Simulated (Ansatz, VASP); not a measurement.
# Two plane-wave programs on Cr

INCAR

```
SYSTEM = Cr
PREC = Accurate
ENCUT = 520
EDIFF = 1E-6
ISMEAR = -1
SIGMA = 0.05
LREAL = .FALSE.
LASPH = .TRUE.
NELM = 150
ALGO = Normal
ISIF = 2
LWAVE = .FALSE.
LCHARG = .TRUE.
ISPIN = 2
MAGMOM = 3 3 -3 -3
LORBIT = 11
LMAXMIX = 4
GGA = PE
LELF = .TRUE.
LVHAR = .TRUE.
NBANDS = 36
```

File KPOINTS:

```
regular mesh
0
G
  10 10 10
  0 0 0
```

File POSCAR:

```
Cr
1.0
    2.9688993551      2.9688993551      0.0000000000
    2.9688993551      0.0000000000      2.9688993551
    2.9688993551      0.0000000000     -2.9688993551
Cr
4
Direct
    0.0000000000      0.0000000000      0.0000000000
    0.0000000000      0.5000000000      0.5000000000
    0.5000000000      0.2500000000      0.7500000000
    0.5000000000      0.7500000000      0.2500000000
```

Input for Ansatz:

```yaml
crystal:
  lattice:
    - [2.9688993551, 2.9688993551, 0.0]
    - [2.9688993551, 0.0, 2.9688993551]
    - [2.9688993551, 0.0, -2.9688993551]
  atoms:
    - { symbol: Cr, position: [0.0, 0.0, 0.0], spin: 3.0 }
    - { symbol: Cr, position: [0.0, 0.5, 0.5], spin: 3.0 }
    - { symbol: Cr, position: [0.5, 0.25, 0.75], spin: -3.0 }
    - { symbol: Cr, position: [0.5, 0.75, 0.25], spin: -3.0 }
magnetization:
  spin_polarized: true
kpoints:
  mp_grid: { grid: [10, 10, 10] }
scf:
  occupations: { method: fermi_dirac, width: 0.05 }
  lower_state_search: "off"
hamiltonian:
  xc: pbe
  pseudopotentials: { kind: paw }
output:
  forces: true
  stress: true
  eigenvalues: true
  populations: true
  write_density: true
  write_potential: true
  elf: true
  volumetric_format: npy
```

Alike in both runs: task single point; functional PBE; k mesh 10 × 10 × 10; occupations fermi-dirac, width 0.05 eV; collinear spin.

```csv
,VASP,Ansatz
version,VASP 6.6.1,Ansatz 0.2.0
potentials or method,"VASP PAW PBE potentials, release 64 (Cr_pv)","PAW with Ansatz's default frozen-core files, scalar-relativistic"
plane-wave cutoff (eV),520,420
valence electrons in the cell,48,56
```

Ansatz gave:

```
pressure (GPa)                                                : -13.4
net moment per atom (μB)                                      : 0.00
size of the moment on the site where the two differ most (μB) : 1.70
```

Q: Estimate VASP's values.

A: Pressure (GPa): -13.1; net moment per atom (μB): 0.00; size of the moment on the site where the two differ most (μB): 1.82.

Site moments also hang on the region over which each program counts them. The functional is the same, so the differences come from potentials, cutoffs and numerics. VASP's potentials hold 48 valence electrons a cell and Ansatz's 56, so a difference there can come from the potentials and not from the codes.
